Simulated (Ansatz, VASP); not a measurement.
**SnO2 in VASP and in Ansatz**

Contents of INCAR:

```
SYSTEM = SnO2
ALGO = Normal
EDIFF = 1E-6
ENCUT = 520
ISIF = 2
ISMEAR = 0
LASPH = .True.
LCHARG = .False.
LREAL = .False.
LWAVE = .False.
NBANDS = 35
NELM = 80
PREC = Accurate
SIGMA = 0.01
```

File KPOINTS:

```
k-points
0
Gamma
  10 10 10
  0 0 0
```

POSCAR

```
SnO2
1.0
   -1.9996342317      1.9996342317      5.1012714375
    1.9996342317     -1.9996342317      5.1012714375
    1.9996342317      1.9996342317     -5.1012714375
Sn O
2 4
Direct
    0.7500000000      0.2500000000      0.5000000000
    0.0000000000      0.0000000000      0.0000000000
    0.5463404713      0.0463404713      0.5000000000
    0.7963404713      0.7963404713      0.0000000000
    0.2036595287      0.2036595287      0.0000000000
    0.9536595287      0.4536595287      0.5000000000
```

Input for Ansatz:

```yaml
crystal:
  lattice:
    - [-1.9996342317, 1.9996342317, 5.1012714375]
    - [1.9996342317, -1.9996342317, 5.1012714375]
    - [1.9996342317, 1.9996342317, -5.1012714375]
  atoms:
    - { symbol: Sn, position: [0.75, 0.25, 0.5] }
    - { symbol: Sn, position: [0.0, 0.0, 0.0] }
    - { symbol: O, position: [0.5463404713, 0.0463404713, 0.5] }
    - { symbol: O, position: [0.7963404713, 0.7963404713, 0.0] }
    - { symbol: O, position: [0.2036595287, 0.2036595287, 0.0] }
    - { symbol: O, position: [0.9536595287, 0.4536595287, 0.5] }
kpoints:
  mp_grid: { grid: [10, 10, 10] }
  band_path:
    path:
      - [0.0, 0.0, 0.0]
      - [0.0, 0.0, 0.5]
      - [0.25, 0.25, 0.25]
      - [0.0, 0.5, 0.0]
      - [0.5, 0.5, -0.5]
      - [0.2884135344, 0.7115864656, -0.2884135344]
      - [-0.2884135344, 0.2884135344, 0.2884135344]
      - [-0.0768270689, 0.0768270689, 0.5]
      - [0.5, 0.5, -0.0768270689]
      - [0.1875, 0.1875, 0.270833]
    npoints: 1
hamiltonian:
  xc: lda
scf:
  occupations: { method: fixed }
  n_extra_bands: 5
output:
  forces: true
  stress: true
  eigenvalues: true
```

Alike in both runs: task single point; functional LDA; k mesh 10 × 10 × 10; no spin polarisation.

|  | VASP | Ansatz |
| --- | --- | --- |
| version | VASP 6.6.1 | Ansatz 0.2.0 |
| potentials or method | VASP PAW LDA potentials, release 64 (Sn_d, O) | plane waves, PAW |
| plane-wave cutoff (eV) | 520 | 420 |
| occupations | gaussian, width 0.01 eV | fixed |
| valence electrons in the cell | 52 | 52 |

VASP gave:

```
gap on the k mesh at the Fermi level (eV)                     : 1.58
pressure (GPa)                                                : -2.2
traceless stress, the component that is largest in VASP (GPa) : -0.10
rms of the force components (eV/Å)                            : 0.052
```

Estimate Ansatz's values.

gap on the k mesh at the Fermi level (eV): 1.55; pressure (GPa): -3.1; traceless stress, the component that is largest in VASP (GPa): -0.33; rms of the force components (eV/Å): 0.069.

LDA's correlation is that of Perdew and Zunger in VASP and of Perdew and Wang (1992) in Ansatz. Atom by atom the forces differ by 0.017 eV/Å (rms over components).
